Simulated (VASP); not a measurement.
# Sb in VASP: settings compared

The runs below take Sb through electric field gradients, with PBE, LDA.

Program: VASP 6.6.1. These are calculated values, not measurements. Logs are shortened: lines on timing, memory, paths and dates and some standing lists are left out, and cuts for length are marked.

### 1 The cell of the first run

It takes space group Fm-3m (No. 225, cubic). The conventional cell has a = 4.700 Å, b = 4.700 Å, c = 4.700 Å, α = 90.00°, β = 90.00°, γ = 90.00°. Within 4.4 Å of Sb (site symmetry m-3m) lie 12 Sb at 3.32 Å.

### 2 Electric field gradients, PBE (volume scaled by 1.06)

Contents of INCAR:

```
SYSTEM = Sb
PREC = Accurate ; ENCUT = 520
EDIFF = 1E-8 ; ISMEAR = -1
SIGMA = 0.05 ; LREAL = .FALSE.
LASPH = .TRUE. ; NELM = 80
ALGO = Normal ; ISIF = 2
LWAVE = .FALSE. ; LCHARG = .FALSE.
GGA = PE ; LEFG = .TRUE.
NBANDS = 8
```

Contents of KPOINTS:

```
Automatic mesh
0
G
  12 12 12
  0 0 0
```

Contents of POSCAR:

```
Sb
1.0
    0.0000000000      2.3502075557      2.3502075557
    2.3502075557      0.0000000000      2.3502075557
    2.3502075557      2.3502075557      0.0000000000
Sb
1
Direct
    0.0000000000      0.0000000000      0.0000000000
```

Potentials or basis: VASP PAW PBE potentials, release 64 (Sb).

Launch:

```console
$ cat potpaw_PBE.64/Sb/POTCAR > POTCAR
$ mpirun -np 1 vasp_std > vasp.out
```

OUTCAR:

```text
SYSTEM = Sb
   PREC = Accurate
   ENCUT = 520
   EDIFF = 1E-8
   ISMEAR = -1
   LREAL = .FALSE.
   LASPH = .TRUE.
   NELM = 80
   ISIF = 2
   GGA = PE

 ion  position               nearest neighbor table
   1  0.000  0.000  0.000-

  LATTYP: Found a face centered cubic cell.
 ALAT       =     4.7004151114

  Lattice vectors:

 A1 = (   0.0000000000,   2.3502075557,   2.3502075557)
 A2 = (   2.3502075557,   0.0000000000,   2.3502075557)
 A3 = (   2.3502075557,   2.3502075557,   0.0000000000)

Analysis of symmetry for initial positions (statically):
=====================================================================
 Subroutine PRICEL returns:
 Original cell was already a primitive cell.

 Routine SETGRP: Setting up the symmetry group for a
 face centered cubic supercell.

 Subroutine GETGRP returns: Found 48 space group operations
 (whereof 48 operations were pure point group operations)
 out of a pool of 48 trial point group operations.

The static configuration has the point symmetry O_h .

Analysis of symmetry for dynamics (positions and initial velocities):
=====================================================================
 Subroutine PRICEL returns:
 Original cell was already a primitive cell.

 Routine SETGRP: Setting up the symmetry group for a
 face centered cubic supercell.

 Subroutine GETGRP returns: Found 48 space group operations
 (whereof 48 operations were pure point group operations)
 out of a pool of 48 trial point group operations.

The dynamic configuration has the point symmetry O_h .

 Subroutine INISYM returns: Found 48 space group operations
 (whereof 48 operations are pure point group operations),
 and found     1 'primitive' translations

----------------------------------------------------------------------------------------

                                     Primitive cell

  volume of cell :      25.9626

  direct lattice vectors                    reciprocal lattice vectors
     0.000000000  2.350207556  2.350207556    -0.212747167  0.212747167  0.212747167
     2.350207556  0.000000000  2.350207556     0.212747167 -0.212747167  0.212747167
     2.350207556  2.350207556  0.000000000     0.212747167  0.212747167 -0.212747167

  length of vectors
     3.323695400  3.323695400  3.323695400     0.368488903  0.368488903  0.368488903

[... 110 lines left out ...]
  energy-cutoff  :      520.00
  volume of cell :       25.96
 maximum number of plane-waves:       725
 NGX is ok and might be reduce to    28
   NGX = 13   NGY = 13   NGZ = 13

 number of electron       5.0000000 magnetization

 Free energy of the ion-electron system (eV)
  ---------------------------------------------------
  ext. energy  EPLUGINS =         0.00000000
  ---------------------------------------------------
  free energy    TOTEN  =        -3.80582963 eV

  energy without entropy =       -3.79836651  energy(sigma->0) =       -3.80209807

 E-fermi :   9.0453     XC(G=0): -10.3935

 val. band max:        9.0278976793   @ k =   0.5000   0.4167   0.0833
 cond. band min:       9.0481168434   @ k =   0.5000   0.2500   0.0833
 fundamental gap:      0.0202191641
 Fermi energy:         9.0452910795

 k-point     1 :       0.0000    0.0000    0.0000
  band No.  band energies     occupation
      1      -4.2069      2.00000
      2      14.6035      0.00000
      3      14.6035      0.00000
      4      14.6035      0.00000
      5      19.0837      0.00000
      6      19.0837      0.00000
      7      19.0837      0.00000
      8      19.2477      0.00000
[... 243 lines left out ...]
 k-point    24 :      -0.4167    0.1667    0.0000
  band No.  band energies     occupation
      1       0.1052      2.00000
      2       3.6024      2.00000
      3       9.5325      0.00012
      4      11.9657      0.00000
      5      15.8172      0.00000
      6      19.7983      0.00000
      7      19.9719      0.00000
      8      23.1677      0.00000

 [... further k-points ...]
[... 5 lines left out ...]
  --------------------------------------------------------------------------------------
  -------------------------------------------------------------------------------------
  Total        0.6210463      0.6210463      0.6210463      0.0000000     -0.0000000      0.0000000
  in kB       38.3253309     38.3253309     38.3253309      0.0000000     -0.0000000      0.0000000
  external PRESSURE =      38.3253309 kB  Pullay stress =       0.0000000 kB

 VOLUME and BASIS-vectors are now :
 -----------------------------------------------------------------------------
  energy-cutoff  :      520.00
  volume of cell :       25.96
      direct lattice vectors                 reciprocal lattice vectors
     0.000000000  2.350207556  2.350207556    -0.212747167  0.212747167  0.212747167
     2.350207556  0.000000000  2.350207556     0.212747167 -0.212747167  0.212747167
     2.350207556  2.350207556  0.000000000     0.212747167  0.212747167 -0.212747167

 POSITION                                       TOTAL-FORCE (eV/Angst)
 -----------------------------------------------------------------------------------
      0.00000      0.00000      0.00000         0.000000      0.000000     -0.000000
 -----------------------------------------------------------------------------------
    total drift:                                0.000000      0.000000      0.000000

  FREE ENERGIE OF THE ION-ELECTRON SYSTEM (eV)
  ---------------------------------------------------
  free  energy   TOTEN  =        -3.8058296326 eV

  energy  without entropy=       -3.7983665068  energy(sigma->0) =       -3.80209807

 Electric field gradients (V/A^2)
---------------------------------------------------------------------
 ion       V_xx      V_yy      V_zz      V_xy      V_xz      V_yz
---------------------------------------------------------------------
   1      -0.000     0.000     0.000     0.000     0.000     0.000
---------------------------------------------------------------------

 Electric field gradients after diagonalization (V/A^2)
 (convention: |V_zz| > |V_xx| > |V_yy|)
----------------------------------------------------------------------
 ion       V_xx      V_yy      V_zz     asymmetry (V_yy - V_xx)/ V_zz
----------------------------------------------------------------------
   1      -0.000    -0.000     0.000       0.000
----------------------------------------------------------------------

           NMR quadrupolar parameters

 Cq : quadrupolar parameter    Cq=e*Q*V_zz/h
 eta: asymmetry parameters     (V_yy - V_xx)/ V_zz
 Q  : nuclear electric quadrupole moment in mb (millibarn)
----------------------------------------------------------------------
 ion       Cq(MHz)       eta       Q (mb)
----------------------------------------------------------------------
   1       0.000       0.000       1.000
----------------------------------------------------------------------
```

OSZICAR:

```text
N       E                     dE             d eps       ncg     rms          rms(c)
DAV:   1     0.381570118247E+01    0.38157E+01   -0.17376E+03  1176   0.415E+02
DAV:   2    -0.373048554425E+01   -0.75462E+01   -0.74595E+01  1664   0.506E+01
DAV:   3    -0.381035216757E+01   -0.79867E-01   -0.79354E-01  1440   0.557E+00
DAV:   4    -0.381054049766E+01   -0.18833E-03   -0.18832E-03  1696   0.327E-01
DAV:   5    -0.381054096003E+01   -0.46236E-06   -0.46289E-06  1576   0.110E-02    0.181E+00
DAV:   6    -0.380750443983E+01    0.30365E-02   -0.15360E-03  1400   0.210E-01    0.104E+00
DAV:   7    -0.380582314450E+01    0.16813E-02   -0.32939E-03  1320   0.308E-01    0.491E-02
DAV:   8    -0.380583001575E+01   -0.68713E-05   -0.41122E-05  1568   0.508E-02    0.568E-03
DAV:   9    -0.380583022628E+01   -0.21052E-06   -0.59816E-07  1656   0.613E-03    0.984E-04
DAV:  10    -0.380582977820E+01    0.44808E-06   -0.45117E-08  1560   0.123E-03    0.110E-03
DAV:  11    -0.380582958548E+01    0.19272E-06   -0.12533E-09  1448   0.308E-04    0.196E-04
DAV:  12    -0.380582963431E+01   -0.48837E-07   -0.12743E-10   888   0.606E-05    0.778E-06
DAV:  13    -0.380582963257E+01    0.17449E-08   -0.61381E-12   752   0.184E-05
   1 F= -.38058296E+01 E0= -.38020981E+01  d E =-.746313E-02
```

stdout:

```text
POSCAR found type information on POSCAR Sb
 POSCAR found :  1 types and       1 ions
 scaLAPACK will be used
 LDA part: xc-table for (Slater+PW92), standard interpolation
 POSCAR, INCAR and KPOINTS ok, starting setup
 FFT: planning ... GRIDC
 FFT: planning ... GRID_SOFT
 FFT: planning ... GRID
 WAVECAR not read
 entering main loop
ion   1
```

Run time: 21 s. Hardware: 1 thread of Intel Xeon 6975P-C, shared host; peak memory 0.16 GiB.

Results:

```
Free energy : -3.8058 eV
Pressure    : 3.8 GPa
```

Caveat: the cell differs from its parent crystal (volume scaled by 1.06); without QUAD_EFG the Cq values of the log hold for a quadrupole moment of 1 mb, not for the nuclei; spin-orbit coupling is left out, which moves the levels of the heavy elements.

### 3 Electric field gradients, PBE (volume scaled by 0.94)

Contents of INCAR:

```
SYSTEM = Sb
PREC = Accurate
ENCUT = 520
EDIFF = 1E-8
ISMEAR = -1
SIGMA = 0.05
LREAL = .False.
LASPH = .True.
NELM = 100
ALGO = Normal
ISIF = 2
LWAVE = .False.
LCHARG = .False.
GGA = PE
LEFG = .True.
NBANDS = 8
```

Contents of KPOINTS:

```
regular mesh
0
Gamma
  12 12 12
  0 0 0
```

Contents of POSCAR:

```
Sb
1.0
    0.0000000000      2.2579459806      2.2579459806
    2.2579459806      0.0000000000      2.2579459806
    2.2579459806      2.2579459806      0.0000000000
Sb
1
Direct
    0.0000000000      0.0000000000      0.0000000000
```

Potentials or basis: VASP PAW PBE potentials, release 64 (Sb).

Launch:

```console
$ cat potpaw_PBE.64/Sb/POTCAR > POTCAR
$ mpirun -np 1 vasp_std > vasp.out
```

OUTCAR:

```text
SYSTEM = Sb
   PREC = Accurate
   ENCUT = 520
   EDIFF = 1E-8
   ISMEAR = -1
   LREAL = .False.
   LASPH = .True.
   NELM = 100
   ISIF = 2
   GGA = PE

 ion  position               nearest neighbor table
   1  0.000  0.000  0.000-

  LATTYP: Found a face centered cubic cell.
 ALAT       =     4.5158919612

  Lattice vectors:

 A1 = (   0.0000000000,   2.2579459806,   2.2579459806)
 A2 = (   2.2579459806,   0.0000000000,   2.2579459806)
 A3 = (   2.2579459806,   2.2579459806,   0.0000000000)

Analysis of symmetry for initial positions (statically):
=====================================================================
 Subroutine PRICEL returns:
 Original cell was already a primitive cell.

 Routine SETGRP: Setting up the symmetry group for a
 face centered cubic supercell.

[... 444 lines left out ...]
  external PRESSURE =     152.7093473 kB  Pullay stress =       0.0000000 kB

 VOLUME and BASIS-vectors are now :
 -----------------------------------------------------------------------------
  energy-cutoff  :      520.00
  volume of cell :       23.02
      direct lattice vectors                 reciprocal lattice vectors
     0.000000000  2.257945981  2.257945981    -0.221440196  0.221440196  0.221440196
     2.257945981  0.000000000  2.257945981     0.221440196 -0.221440196  0.221440196
     2.257945981  2.257945981  0.000000000     0.221440196  0.221440196 -0.221440196

 POSITION                                       TOTAL-FORCE (eV/Angst)
 -----------------------------------------------------------------------------------
      0.00000      0.00000      0.00000         0.000000      0.000000      0.000000
 -----------------------------------------------------------------------------------
    total drift:                                0.000000      0.000000      0.000000

  FREE ENERGIE OF THE ION-ELECTRON SYSTEM (eV)
  ---------------------------------------------------
  free  energy   TOTEN  =        -3.6425833464 eV

  energy  without entropy=       -3.6381319381  energy(sigma->0) =       -3.64035764

 Electric field gradients (V/A^2)
---------------------------------------------------------------------
 ion       V_xx      V_yy      V_zz      V_xy      V_xz      V_yz
---------------------------------------------------------------------
   1      -0.000     0.000     0.000     0.000     0.000     0.000
---------------------------------------------------------------------

 Electric field gradients after diagonalization (V/A^2)
 (convention: |V_zz| > |V_xx| > |V_yy|)
----------------------------------------------------------------------
 ion       V_xx      V_yy      V_zz     asymmetry (V_yy - V_xx)/ V_zz
----------------------------------------------------------------------
   1      -0.000    -0.000     0.000       0.000
----------------------------------------------------------------------

           NMR quadrupolar parameters

 Cq : quadrupolar parameter    Cq=e*Q*V_zz/h
 eta: asymmetry parameters     (V_yy - V_xx)/ V_zz
 Q  : nuclear electric quadrupole moment in mb (millibarn)
----------------------------------------------------------------------
 ion       Cq(MHz)       eta       Q (mb)
----------------------------------------------------------------------
   1       0.000       0.000       1.000
----------------------------------------------------------------------
```

stdout:

```text
POSCAR found type information on POSCAR Sb
 POSCAR found :  1 types and       1 ions
 scaLAPACK will be used
 LDA part: xc-table for (Slater+PW92), standard interpolation
 POSCAR, INCAR and KPOINTS ok, starting setup
 FFT: planning ... GRIDC
 FFT: planning ... GRID_SOFT
 FFT: planning ... GRID
 WAVECAR not read
 entering main loop
ion   1
```

Wall time 7.6 s (1 thread of Intel Xeon 6455B, shared host); peak memory 0.14 GiB.

What came out:

- Free energy: -3.6426 eV
- Pressure: 15.3 GPa

Caveat: the cell differs from its parent crystal (volume scaled by 0.94); without QUAD_EFG the Cq values of the log hold for a quadrupole moment of 1 mb, not for the nuclei; spin-orbit coupling is left out, which moves the levels of the heavy elements.

### 4 Electric field gradients, PBE

This run uses another cell than the first one, of 24.49 Å³/atom, 0.943 times its volume.

Contents of INCAR:

```
PREC = Accurate ; ENCUT = 400
EDIFF = 1E-8 ; ISMEAR = -1
SIGMA = 0.05 ; LREAL = False
LASPH = True ; NELM = 120
ALGO = Normal ; ISIF = 2
LWAVE = False ; LCHARG = False
GGA = PE ; LEFG = True
NBANDS = 8 ; GGA_COMPAT = False
```

Contents of KPOINTS:

```
Automatic mesh
0
Gamma
  12 12 12
```

Contents of POSCAR:

```
Sb
1.0
   -0.0230500000      2.3050000000      2.3050000000
    2.3050000000     -0.0230500000      2.3050000000
    2.2819500000      2.2819500000      0.0000000000
Sb
1
Direct
    0.0000000000      0.0000000000      0.0000000000
```

Potentials or basis: VASP PAW PBE potentials, release 64 (Sb).

Launch:

```console
$ cat potpaw_PBE.64/Sb/POTCAR > POTCAR
$ mpirun -np 1 vasp_std > vasp.out
```

OUTCAR:

```text
PREC = Accurate
   ENCUT = 400
   EDIFF = 1E-8
   ISMEAR = -1
   LREAL = False
   LASPH = True
   NELM = 120
   ISIF = 2
   GGA = PE

 ion  position               nearest neighbor table
   1  0.000  0.000  0.000-

  LATTYP: Found a body centered orthorhombic cell.
 ALAT       =     3.2271646387
 B/A-ratio  =     1.0202020202
 C/A-ratio  =     1.4284985479

  Lattice vectors:

 A1 = (   0.0230500000,  -2.3050000000,  -2.3050000000)
 A2 = (  -0.0230500000,   2.3050000000,  -2.3050000000)
 A3 = (   2.3050000000,  -0.0230500000,   2.3050000000)

Analysis of symmetry for initial positions (statically):
=====================================================================
 Subroutine PRICEL returns:
 Original cell was already a primitive cell.

[... 447 lines left out ...]
  in kB       85.6100739     85.6100739     89.5453336      2.3301746      0.0000000      0.0000000
  external PRESSURE =      86.9218271 kB  Pullay stress =       0.0000000 kB

 VOLUME and BASIS-vectors are now :
 -----------------------------------------------------------------------------
  energy-cutoff  :      400.00
  volume of cell :       24.49
      direct lattice vectors                 reciprocal lattice vectors
    -0.023050000  2.305000000  2.305000000    -0.214772020  0.214772020  0.216919740
     2.305000000 -0.023050000  2.305000000     0.214772020 -0.214772020  0.216919740
     2.281950000  2.281950000  0.000000000     0.219110848  0.219110848 -0.216919740

 POSITION                                       TOTAL-FORCE (eV/Angst)
 -----------------------------------------------------------------------------------
      0.00000      0.00000      0.00000        -0.000000      0.000000      0.000000
 -----------------------------------------------------------------------------------
    total drift:                                0.000000     -0.000000     -0.000000

  FREE ENERGIE OF THE ION-ELECTRON SYSTEM (eV)
  ---------------------------------------------------
  free  energy   TOTEN  =        -3.7495094262 eV

  energy  without entropy=       -3.7434210353  energy(sigma->0) =       -3.74646523

 Electric field gradients (V/A^2)
---------------------------------------------------------------------
 ion       V_xx      V_yy      V_zz      V_xy      V_xz      V_yz
---------------------------------------------------------------------
   1       2.242     2.242    -4.483     2.939     0.000     0.000
---------------------------------------------------------------------

 Electric field gradients after diagonalization (V/A^2)
 (convention: |V_zz| > |V_xx| > |V_yy|)
----------------------------------------------------------------------
 ion       V_xx      V_yy      V_zz     asymmetry (V_yy - V_xx)/ V_zz
----------------------------------------------------------------------
   1      -4.483    -0.697     5.181       0.731
----------------------------------------------------------------------

           NMR quadrupolar parameters

 Cq : quadrupolar parameter    Cq=e*Q*V_zz/h
 eta: asymmetry parameters     (V_yy - V_xx)/ V_zz
 Q  : nuclear electric quadrupole moment in mb (millibarn)
----------------------------------------------------------------------
 ion       Cq(MHz)       eta       Q (mb)
----------------------------------------------------------------------
   1       0.013       0.731       1.000
----------------------------------------------------------------------
```

OSZICAR:

```text
N       E                     dE             d eps       ncg     rms          rms(c)
DAV:   1     0.345545712233E+01    0.34555E+01   -0.14019E+03  4568   0.320E+02
DAV:   2    -0.368169746184E+01   -0.71372E+01   -0.68081E+01  6160   0.471E+01
DAV:   3    -0.375447135994E+01   -0.72774E-01   -0.72297E-01  5568   0.524E+00
DAV:   4    -0.375464461561E+01   -0.17326E-03   -0.17325E-03  6944   0.305E-01
DAV:   5    -0.375464484107E+01   -0.22546E-06   -0.22546E-06  5784   0.733E-03    0.204E+00
DAV:   6    -0.375141349499E+01    0.32313E-02   -0.11331E-03  5600   0.184E-01    0.118E+00
DAV:   7    -0.374950827446E+01    0.19052E-02   -0.25320E-03  5248   0.272E-01    0.435E-02
DAV:   8    -0.374950971683E+01   -0.14424E-05   -0.32191E-05  6736   0.443E-02    0.696E-03
DAV:   9    -0.374950982686E+01   -0.11003E-06   -0.53168E-07  6088   0.554E-03    0.115E-03
DAV:  10    -0.374950959089E+01    0.23596E-06   -0.23673E-08  6200   0.900E-04    0.118E-03
DAV:  11    -0.374950940727E+01    0.18362E-06   -0.97363E-10  4944   0.253E-04    0.679E-05
DAV:  12    -0.374950942476E+01   -0.17488E-07   -0.99853E-11  3304   0.588E-05    0.103E-05
DAV:  13    -0.374950942616E+01   -0.14037E-08   -0.93548E-12  2800   0.225E-05
   1 F= -.37495094E+01 E0= -.37464652E+01  d E =-.608839E-02
```

Wall time 21 s (1 thread of Intel Xeon 6975P-C, shared host); peak memory 0.16 GiB.

Results:

- Free energy: -3.7495 eV
- Pressure: 8.7 GPa

Levels at points of the mesh, in eV from the Fermi level:
```
           k point  band 1  band 2  band 3  band 4  band 5  band 6  band 7
(0.00, 0.00, 0.00)  -13.77    5.76    5.97    6.22    9.98   10.18   10.19
(0.50, 0.00, 0.00)   -9.57   -6.53    4.12    4.22    8.87    9.26    9.49
(0.50, 0.50, 0.00)   -7.56   -5.52    0.08    0.60    4.07    4.63   18.07
(0.00, 0.00, 0.50)   -9.36   -6.49    3.88    3.97    8.61    9.08    9.33
(0.50, 0.00, 0.50)   -7.55   -5.52    0.33    0.34    4.18    4.50   18.04
```

Electric field gradients, principal values (V/Å²):
```
atom   least  middle  greatest (by size)
1 Sb  -0.697  -4.483               5.181
```

Caveat: without QUAD_EFG the Cq values of the log hold for a quadrupole moment of 1 mb, not for the nuclei; spin-orbit coupling is left out, which moves the levels of the heavy elements.

[end of part 1 of 2]
